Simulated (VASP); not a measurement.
**Pt: relaxation of cell and atoms with PBEsol**

Pt:

```
Pt
1.0
    -2.43930    2.43930    1.33186
     2.43930   -2.43930    1.33186
     2.43930    2.43930   -1.33186
Pt
2
Direct
  0.00000 0.00000 0.00000
  0.75000 0.25000 0.50000
```

| Item | Value |
| --- | --- |
| Program | VASP 6.6.1 |
| Task | relaxation of cell and atoms |
| Functional | PBEsol |
| Potentials or basis | VASP PAW PBE potentials, release 64 (Pt) |
| Cutoff | 500 eV |
| k mesh | 13 × 13 × 9 |
| Occupations | fermi-dirac, width 0.1 eV |
| Spin | no spin polarisation |
| Dipole correction | no |
| Further INCAR settings | ALGO = Normal; EDIFF = 1e-07; ISYM = 0; IBRION = 2; EDIFFG = -0.01; NSW = 80; ISIF = 3 |

The relaxed volume is 16.45 Å³/atom. The relaxed cell is a = 3.756 Å, b = 3.756 Å, c = 3.756 Å, α = 97.25°, β = 97.25°, γ = 138.36°, the space group after relaxing (to 0.1 Å) is I4_1/amd (No. 141) and the energy gained by relaxing is 21.0 meV/atom. The ionic steps are 6, the pressure after relaxing is 0.0 GPa and the band gap on the k mesh is zero (bands 10 and 11 overlap by 1.76 eV).

Forces on the atoms (eV/Å):
```
Pt  -0.002  0.002  0.000
Pt   0.002 -0.002  0.000
```

Step by step:
```tsv
step	energy change (eV)	largest force (eV/Å)	pressure (GPa)	volume (Å³)
1	0.0000	0.0006	10.01	31.70
2	0.1916	0.0026	-18.54	36.45
3	-0.0408	0.0011	-0.75	33.01
4	-0.0408	0.0011	-0.37	32.96
5	-0.0417	0.0028	0.22	32.87
6	-0.0421	0.0023	0.00	32.90
```

Final structure:
```
CELL_PARAMETERS angstrom
-2.48207 2.48237 1.33480
2.48237 -2.48207 1.33480
2.48236 2.48236 -1.33424
ATOMIC_POSITIONS crystal
Pt 0.00000 0.00000 0.00000
Pt 0.75000 0.25000 0.50000
```

Levels at points of the mesh, in eV from the Fermi level:
```
           k point  band 6  band 7  band 8  band 9  band 10  band 11  band 12  band 13  band 14
(0.00, 0.00, 0.00)   -1.41   -1.41   -1.34   -1.34     0.36     1.46     4.93     4.93    11.11
```

It took 34 min on 1 thread of Oxide Virtual Turin-like Processor (shared host), peak memory 0.38 GiB.

Caveat: the PAW data sets were made with another functional, which shifts forces and pressure a little; spin-orbit coupling is left out, which moves the levels of the heavy elements.
